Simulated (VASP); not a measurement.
# TiSnTe3 (P6/mmm) in VASP: single point with PBE

Aim: the single point of TiSnTe3 with PBE.

Program: VASP 6.6.1. These are calculated values, not measurements. Logs are shortened: lines on timing, memory, paths and dates and some standing lists are left out, and cuts for length are marked.

## (1) The cell of the first run

Symmetry: P6/mmm, No. 191, hexagonal system. The conventional cell has a = 6.177 Å, b = 6.177 Å, c = 5.472 Å, α = 90.00°, β = 90.00°, γ = 120.00°. Ti (site symmetry 6/mmm) has 2 Sn at 2.74 Å and 6 Te at 3.09 Å within 3.6 Å. Sn (site symmetry 6/mmm) has 2 Ti at 2.74 Å within 3.6 Å. Te (site symmetry mmm) has 4 Te at 3.09 Å and 2 Ti at 3.09 Å and 4 Sn at 4.13 Å within 4.2 Å.

The cell was built from a structure type or drawn by symmetry, and may not be a known phase.

## (2) Single point, PBE, collinear spin

File INCAR:

```
SYSTEM = TiSnTe3
ALGO = Normal ; EDIFF = 1E-6
ENCUT = 500 ; GGA = PE
GGA_COMPAT = .FALSE. ; ISIF = 2
ISMEAR = 0 ; ISPIN = 2
LASPH = .TRUE. ; LCHARG = .FALSE.
LMAXMIX = 4 ; LORBIT = 11
LREAL = .FALSE. ; LWAVE = .FALSE.
MAGMOM = 0.59 0 0 0 0 ; NBANDS = 34
NELM = 200 ; PREC = Accurate
SIGMA = 0.1
```

File KPOINTS:

```
k-points
0
G
  6 6 8
  0 0 0
```

File POSCAR:

```
TiSnTe3
1.0
    6.1769850022      0.0000000000      0.0000000000
   -3.0884925011      5.3494259307      0.0000000000
    0.0000000000      0.0000000000      5.4723680815
Ti Sn Te
1 1 3
Direct
    0.0000000000      0.0000000000      0.0000000000
    0.0000000000      0.0000000000      0.5000000000
    0.5000000000      0.0000000000      0.0000000000
    0.0000000000      0.5000000000      0.0000000000
    0.5000000000      0.5000000000      0.0000000000
```

Potentials or basis: VASP PAW PBE potentials, release 64 (Ti_sv, Sn_d, Te).

On the command line:

```
$ cat potpaw_PBE.64/Ti_sv/POTCAR potpaw_PBE.64/Sn_d/POTCAR potpaw_PBE.64/Te/POTCAR > POTCAR
$ mpirun -np 1 vasp_std > vasp.out
```

OUTCAR:

```text
SYSTEM = TiSnTe3
   EDIFF = 1E-6
   ENCUT = 500
   GGA = PE
   ISIF = 2
   ISMEAR = 0
   ISPIN = 2
   LASPH = .TRUE.
   LORBIT = 11
   LREAL = .FALSE.
   NELM = 200
   PREC = Accurate

 ion  position               nearest neighbor table
   1  0.000  0.000  0.000-   2 2.74   2 2.74   5 3.09   4 3.09   4 3.09   5 3.09   3 3.09   3 3.09

   2  0.000  0.000  0.500-   1 2.74   1 2.74
   3  0.500  0.000  0.000-   4 3.09   5 3.09   5 3.09   4 3.09   1 3.09   1 3.09
   4  0.000  0.500  0.000-   1 3.09   3 3.09   1 3.09   3 3.09   5 3.09   5 3.09
   5  0.500  0.500  0.000-   1 3.09   3 3.09   3 3.09   1 3.09   4 3.09   4 3.09

  LATTYP: Found a hexagonal cell.
 ALAT       =     6.1769850022
 C/A-ratio  =     0.8859286658

  Lattice vectors:

 A1 = (   6.1769850022,   0.0000000000,   0.0000000000)
 A2 = (  -3.0884925011,   5.3494259307,   0.0000000000)
 A3 = (   0.0000000000,   0.0000000000,   5.4723680815)

Analysis of symmetry for initial positions (statically):
=====================================================================
 Subroutine PRICEL returns:
 Original cell was already a primitive cell.

 Routine SETGRP: Setting up the symmetry group for a
 hexagonal supercell.

 Subroutine GETGRP returns: Found 24 space group operations
 (whereof 24 operations were pure point group operations)
 out of a pool of 24 trial point group operations.

The static configuration has the point symmetry D_6h.

Analysis of symmetry for dynamics (positions and initial velocities):
=====================================================================
 Subroutine PRICEL returns:
 Original cell was already a primitive cell.

 Routine SETGRP: Setting up the symmetry group for a
 hexagonal supercell.

 Subroutine GETGRP returns: Found 24 space group operations
 (whereof 24 operations were pure point group operations)
 out of a pool of 24 trial point group operations.

The dynamic configuration has the point symmetry D_6h.

Analysis of structural, dynamic, and magnetic symmetry:
=====================================================================
 Subroutine PRICEL returns:
 Original cell was already a primitive cell.

 Routine SETGRP: Setting up the symmetry group for a
 hexagonal supercell.

 Subroutine GETGRP returns: Found 24 space group operations
 (whereof 24 operations were pure point group operations)
 out of a pool of 24 trial point group operations.

The overall configuration has the point symmetry D_6h.

 Subroutine INISYM returns: Found 24 space group operations
[... 132 lines left out ...]
   LEPSILON=     F    determine dielectric tensor
   LRPA    =     F    only Hartree local field effects (RPA)
 spin polarized calculation
 Gauss-broadening in eV      SIGMA  =   0.10
  energy-cutoff  :      500.00
  volume of cell :      180.83
 maximum number of plane-waves:      4628
 NGX is ok and might be reduce to    48
   NGX = 23   NGY = 23   NGZ = 19

 number of electron      44.0000000 magnetization       0.0215545

 Free energy of the ion-electron system (eV)
  ---------------------------------------------------
  ext. energy  EPLUGINS =         0.00000000
  ---------------------------------------------------
  free energy    TOTEN  =       -19.69344174 eV

  energy without entropy =      -19.65946722  energy(sigma->0) =      -19.67645448

 E-fermi :   4.7298     XC(G=0):  -8.4033

 val. band max:        4.7257561531   @ k =   0.3333   0.1667   0.5000
 cond. band min:       4.7340069223   @ k =   0.3333   0.0000   0.0000
 fundamental gap:      0.0082507693
 Fermi energy:         4.7298438798

 spin component 1

 k-point     1 :       0.0000    0.0000    0.0000
  band No.  band energies     occupation
      1     -52.9563      1.00000
      2     -29.2714      1.00000
      3     -29.2714      1.00000
      4     -29.1215      1.00000
      5     -17.0516      1.00000
      6     -17.0516      1.00000
[... 877 lines left out ...]
     33      10.6038      0.00000
     34      11.2746      0.00000

 [... further k-points ...]

 spin component 2

 k-point     1 :       0.0000    0.0000    0.0000
  band No.  band energies     occupation
      1     -52.9447      1.00000
      2     -29.2613      1.00000
      3     -29.2613      1.00000
      4     -29.1070      1.00000
      5     -17.0510      1.00000
      6     -17.0510      1.00000
[... 877 lines left out ...]
     33      10.6062      0.00000
     34      11.2752      0.00000

 [... further k-points ...]

------------------------ aborting loop because EDIFF is reached ----------------------------------------

  FORCE on cell =-STRESS in cart. coord.  units (eV):
  Direction    XX          YY          ZZ          XY          YZ          ZX
  --------------------------------------------------------------------------------------
  -------------------------------------------------------------------------------------
  Total       -0.0618672     -0.0618672      0.0232158      0.0000000      0.0000000      0.0000000
  in kB       -0.5481662     -0.5481662      0.2057001      0.0000000      0.0000000      0.0000000
  external PRESSURE =      -0.2968774 kB  Pullay stress =       0.0000000 kB

 VOLUME and BASIS-vectors are now :
 -----------------------------------------------------------------------------
  energy-cutoff  :      500.00
  volume of cell :      180.83
      direct lattice vectors                 reciprocal lattice vectors
     6.176985002  0.000000000  0.000000000     0.161891279  0.093467973  0.000000000
    -3.088492501  5.349425931  0.000000000     0.000000000  0.186935947  0.000000000
     0.000000000  0.000000000  5.472368081     0.000000000  0.000000000  0.182736246

 POSITION                                       TOTAL-FORCE (eV/Angst)
 -----------------------------------------------------------------------------------
      0.00000      0.00000      0.00000         0.000000      0.000000      0.000000
      0.00000      0.00000      2.73618         0.000000      0.000000      0.000000
      3.08849      0.00000      0.00000         0.000000      0.000000      0.000000
     -1.54425      2.67471      0.00000        -0.000000      0.000000      0.000000
      1.54425      2.67471      0.00000         0.000000      0.000000      0.000000
 -----------------------------------------------------------------------------------
    total drift:                                0.000000      0.000000      0.000000

  FREE ENERGIE OF THE ION-ELECTRON SYSTEM (eV)
  ---------------------------------------------------
  free  energy   TOTEN  =       -19.6934417409 eV

  energy  without entropy=      -19.6594672246  energy(sigma->0) =      -19.67645448

 total charge

# of ion       s       p       d       tot
------------------------------------------
    1        2.148   6.063   1.900  10.111
    2        1.303   0.920   9.938  12.161
    3        1.419   1.859   0.047   3.325
    4        1.419   1.859   0.047   3.325
    5        1.419   1.859   0.047   3.325
--------------------------------------------------
tot          7.708  12.561  11.978  32.247

 magnetization (x)

# of ion       s       p       d       tot
------------------------------------------
    1        0.000   0.000   0.012   0.013
    2       -0.000   0.003   0.000   0.003
    3        0.000   0.000   0.000   0.000
    4        0.000   0.000   0.000   0.000
    5        0.000   0.000   0.000   0.000
--------------------------------------------------
tot          0.000   0.004   0.012   0.016
```

stdout:

```text
POSCAR found type information on POSCAR TiSnTe
 POSCAR found :  3 types and       5 ions
 scaLAPACK will be used
 LDA part: xc-table for (Slater+PW92), standard interpolation
 POSCAR, INCAR and KPOINTS ok, starting setup
 FFT: planning ... GRIDC
 FFT: planning ... GRID_SOFT
 FFT: planning ... GRID
 WAVECAR not read
 entering main loop
```

It took 3.3 min on 1 thread of Intel Xeon 6975P-C (Granite Rapids), shared host; peak memory 0.57 GiB.

What came out:

| Item | Value |
| --- | --- |
| Free energy | -19.6934 eV |
| Pressure | 0.0 GPa |
| Band gap on the k mesh | zero (filled and empty bands overlap) |
| Net moment | 0.02 μB per cell |
| Valence electrons inside the program's atomic spheres | Ti 10.11; Sn 12.16; Te 3.33 |

Caveat: spin-orbit coupling is left out, which moves the levels of the heavy elements.
